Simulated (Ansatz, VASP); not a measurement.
# One calculation of BaF2, two programs

File INCAR:

```
  PREC = Accurate
  ENCUT = 600
  EDIFF = 1E-6
  ISMEAR = 0
  SIGMA = 0.01
  LREAL = F
  LASPH = T
  NELM = 120
  ALGO = Normal
  ISIF = 2
  LWAVE = F
  LCHARG = F
  GGA = B5
  ALDAX = 1.0
  AGGAX = 1.0
  AGGAC = 1.0
  ALDAC = 0.0
  NBANDS = 19
  GGA_COMPAT = F
```

KPOINTS

```
regular mesh
0
Gamma
  6 6 6
```

Contents of POSCAR:

```
BaF2
1.0
    0.0000000000      3.1000500000      3.1000500000
    3.1000500000      0.0000000000      3.1000500000
    3.1000500000      3.1000500000      0.0000000000
Ba F
1 2
Direct
    0.0000000000      0.0000000000      0.0000000000
    0.2500000000      0.2500000000      0.2500000000
    0.7500000000      0.7500000000      0.7500000000
```

Input for Ansatz:

```yaml
crystal:
  lattice:
    - [0.0, 3.10005, 3.10005]
    - [3.10005, 0.0, 3.10005]
    - [3.10005, 3.10005, 0.0]
  atoms:
    - { symbol: Ba, position: [0.0, 0.0, 0.0] }
    - { symbol: F, position: [0.25, 0.25, 0.25] }
    - { symbol: F, position: [0.75, 0.75, 0.75] }
basis:
  ecutwfc: 462.593566181796
kpoints:
  mp_grid:
    grid: [6, 6, 6]
hamiltonian:
  xc: blyp
  pseudopotentials:
    kind: paw
scf:
  occupations:
    method: fixed
output:
  stress: true
  eigenvalues: true
```

Alike in both runs: task single point; functional BLYP; k mesh 6 × 6 × 6; no spin polarisation.

|  | VASP | Ansatz |
| --- | --- | --- |
| version | VASP 6.6.1 | Ansatz 0.2.0 |
| potentials or method | VASP PAW PBE potentials, release 64 (Ba_sv, F), cutoff 600 eV | plane waves, PAW |
| occupations | gaussian, width 0.01 eV | fixed |
| valence electrons in the cell | 24 | 24 |

```tsv
	VASP	Ansatz	Ansatz less VASP
gap on the k mesh at the Fermi level (eV)	6.86	6.92	+0.057
pressure (GPa)	4.3	3.3	-1.09
```

VASP's potentials were made for PBE, not for BLYP.

Neither program's run includes spin-orbit coupling.
